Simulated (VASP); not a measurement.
# KTaO3: single point with LDA

The system is KTaO3.

```xyz
5
Lattice="4.0665 0.0000 0.0000 0.0000 4.0665 0.0000 0.0000 0.0000 4.0665" Properties=species:S:1:pos:R:3 pbc="T T T"
K     2.0333    2.0333    2.0333
Ta    0.0000    0.0000    0.0000
O     2.0333    0.0000    0.0000
O     0.0000    2.0333    0.0000
O     0.0000    0.0000    2.0333
```

This cell differs from its parent crystal: volume scaled by 1.06.

```json
{"Program": "VASP 6.6.1", "Task": "single point", "Functional": "LDA", "Potentials or basis": "VASP PAW LDA potentials, release 64 (K_sv, Ta_pv, O)", "Cutoff": "520 eV", "k mesh": "5 × 5 × 5", "Occupations": "fermi-dirac, width 0.01 eV", "Spin": "no spin polarisation"}
```

* Pressure: -14.5 GPa
* Band gap on the k mesh: 2.00 eV, indirect (least direct gap 2.54 eV)

Levels at points of the mesh, in eV from the valence-band top:
```
           k point  band 16  band 17  band 18  band 19  band 20  band 21  band 22  band 23
(0.00, 0.00, 0.00)    -0.89    -0.54    -0.54    -0.54     2.00     2.00     2.00     6.03
```

Run time: 14 s on 1 thread of Intel(R) Xeon(R) Platinum 8488C (Sapphire Rapids) (shared host), peak memory 0.16 GiB.

Caveat: spin-orbit coupling is left out, which moves the levels of the heavy elements. A k mesh can miss the band edges.
